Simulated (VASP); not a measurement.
Write the native input for VASP 6.6.1 that does the following.

| Quantity | Value |
| --- | --- |
| Task | single point |
| Functional | PBEsol |
| Potentials or basis | VASP PAW PBE potentials, release 64 (Sr_sv, Ti_sv, O) |
| Cutoff | 520 eV |
| k mesh | 8 × 8 × 8 |
| Occupations | gaussian, width 0.05 eV |
| Spin | no spin polarisation |
| Dipole correction | no |
| Further INCAR settings | ALGO = Normal; EDIFF = 1e-06; NBANDS = 28 |

The structure of SrTiO3 lies in POSCAR:

```
SrTiO3
1.0
    4.0470368016      0.0000000000      0.0000000000
    0.0000000000      4.0470368016      0.0000000000
    0.0000000000      0.0000000000      3.8913815400
Sr Ti O
1 1 3
Direct
    0.0048145112      0.0000000000      0.0000000000
    0.5118852015      0.5000000000      0.5000000000
   -0.0194219610      0.5000000000      0.5000000000
    0.4787479076      0.0000000000      0.5000000000
    0.4787479076      0.5000000000      0.0000000000
```

One way to write it, as run:

INCAR

```
SYSTEM = SrTiO3
ALGO     = Normal         ! electronic algorithm
EDIFF    = 1E-6           ! SCF threshold, eV
ENCUT    = 520            ! plane-wave cutoff, eV
GGA      = PS             ! functional
ISIF     = 2              ! what is computed and relaxed
ISMEAR   = 0              ! smearing method
LASPH    = .TRUE.         ! aspherical terms in the spheres
LCHARG   = .TRUE.         ! write CHGCAR
LELF     = .TRUE.         ! ELF
LREAL    = .FALSE.        ! projectors in reciprocal space
LVHAR    = .TRUE.       
LWAVE    = .FALSE.        ! write WAVECAR
NBANDS   = 28             ! bands
NELM     = 100            ! most SCF steps
PREC     = Accurate       ! precision mode
SIGMA    = 0.05           ! smearing width, eV
```

KPOINTS

```
k-points
0
G
  8 8 8
  0 0 0
```

Potentials or basis: VASP PAW PBE potentials, release 64 (Sr_sv, Ti_sv, O).

The run is started by

```console
$ cat potpaw_PBE.64/Sr_sv/POTCAR potpaw_PBE.64/Ti_sv/POTCAR potpaw_PBE.64/O/POTCAR > POTCAR
$ mpirun -np 1 vasp_std > vasp.out
```

It gave:

The pressure is -10.6 GPa, the largest force is 0.448 eV/Å and the band gap on the k mesh is 1.73 eV, indirect (least direct gap 2.28 eV).

Caveat: the PAW data sets were made with another functional, which shifts forces and pressure a little.

Run time: 2.6 min on 1 thread of Intel(R) Xeon(R) Platinum 8375C CPU @ 2.90GHz (Ice Lake) (shared host), peak memory 0.33 GiB.
